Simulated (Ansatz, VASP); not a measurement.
MgO in VASP and in Ansatz

Contents of INCAR:

```
SYSTEM = MgO
ALGO = Normal
EDIFF = 1E-6
ENCUT = 520
GGA = PS
ISIF = 2
ISMEAR = 0
LASPH = .True.
LCHARG = .True.
LELF = .True.
LREAL = .False.
LVHAR = .True.
LWAVE = .False.
NBANDS = 11
NELM = 60
PREC = Accurate
SIGMA = 0.05
```

The input KPOINTS:

```
k-points
0
Gamma
  10 10 10
  0 0 0
```

The input POSCAR:

```
MgO
1.0
    0.0133446875      2.1351500000      2.1351500000
    2.1351500000      0.0133446875      2.1351500000
    2.1484946875      2.1484946875      0.0000000000
Mg O
1 1
Direct
    0.0000000000      0.0000000000      0.0000000000
    0.5000000000      0.5000000000      0.5000000000
```

Input for Ansatz:

```yaml
crystal:
  lattice:
    - [0.0133446875, 2.13515, 2.13515]
    - [2.13515, 0.0133446875, 2.13515]
    - [2.1484946875, 2.1484946875, 0.0]
  atoms:
    - { symbol: Mg, position: [0.0, 0.0, 0.0] }
    - { symbol: O, position: [0.5, 0.5, 0.5] }
basis:
  ecutwfc: 420
kpoints:
  mp_grid: { grid: [10, 10, 10] }
hamiltonian:
  xc: pbesol
scf:
  occupations: { method: gaussian, width: 0.05 }
output:
  forces: true
  stress: true
  eigenvalues: true
  write_density: true
  write_potential: true
  elf: true
  volumetric_format: npy
```

Change from the starting cell: strain +0.0125 x Voigt [0, 0, 0, 0, 0, 1], atoms carried along.

Alike in both runs: task single point; functional PBEsol; k mesh 10 × 10 × 10; occupations gaussian, width 0.05 eV; no spin polarisation.

|  | VASP | Ansatz |
| --- | --- | --- |
| version | VASP 6.6.1 | Ansatz 0.2.0 |
| potentials or method | VASP PAW PBE potentials, release 64 (Mg, O), cutoff 520 eV | scalar-relativistic, plane waves, PAW |
| valence electrons in the cell | 8 | 16 |

VASP gave:

- gap on the k mesh at the Fermi level (eV): 4.20
- least direct gap on the mesh (eV): 4.20
- pressure (GPa): -6.3
- traceless stress, the component that is largest in VASP (GPa): -1.74

**Question.** Estimate Ansatz's values.

**Answer.** gap on the k mesh at the Fermi level (eV): 4.20; least direct gap on the mesh (eV): 4.20; pressure (GPa): -5.8; traceless stress, the component that is largest in VASP (GPa): -1.73.

VASP's potentials were made for PBE, not for PBEsol. VASP's potentials hold 8 valence electrons a cell and Ansatz's 16, so a difference there can come from the potentials and not from the codes.
